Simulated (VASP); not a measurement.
Runs of VASP 6.6.1 on ScNb. The structure is that of space group P-6m2 (No. 187), or close to it. The cells are those of the table. 

```tsv
level	cell	k mesh	smearing	gap on the mesh (eV)	pressure (GPa)
PBE	a = 3.066, b = 3.066, c = 5.072 Å, angles 90.0, 90.0, 120.0°, 2 atoms	6 × 6 × 3	fermi-dirac 0.03 eV	none	(a)
PBE	a = 3.024, b = 3.024, c = 5.004 Å, angles 90.0, 90.0, 120.0°, 2 atoms	10 × 10 × 5	fermi-dirac 0.05 eV	none	4.2
PBE	a = 3.066, b = 3.066, c = 5.072 Å, angles 90.0, 90.0, 120.0°, 2 atoms	10 × 10 × 5	gaussian 0.05 eV	none	(b)
PBE	a = 3.045, b = 3.045, c = 5.038 Å, angles 90.0, 90.0, 120.0°, 2 atoms	10 × 10 × 5	fermi-dirac 0.05 eV	none	1.9
PBEsol	a = 3.066, b = 3.066, c = 5.072 Å, angles 90.0, 90.0, 120.0°, 2 atoms	10 × 10 × 5	gaussian 0.1 eV	none	-4.1
PBE	a = 3.086, b = 3.086, c = 5.106 Å, angles 90.0, 90.0, 120.0°, 2 atoms	10 × 10 × 5	fermi-dirac 0.05 eV	none	-2.2
PBE	a = 3.106, b = 3.106, c = 5.139 Å, angles 90.0, 90.0, 120.0°, 2 atoms	10 × 10 × 5	fermi-dirac 0.05 eV	none	-3.9
```

Alike in all rows: potentials or basis VASP PAW PBE potentials, release 64 (Nb_sv, Sc_sv); no spin polarisation.

Q: Estimate the missing entries.

A: (a) 0.2; (b) -0.2.

Caveats: some runs use coarse meshes; the cell stands under tension (at least some runs); the cell stands under pressure (at least some runs); the PAW data sets were made with another functional, which shifts forces and pressure a little (at least some runs).

A k mesh can miss the band edges, and the runs leave out spin-orbit coupling on Nb.

A gap of «none» marks levels without a gap at the run's occupations.
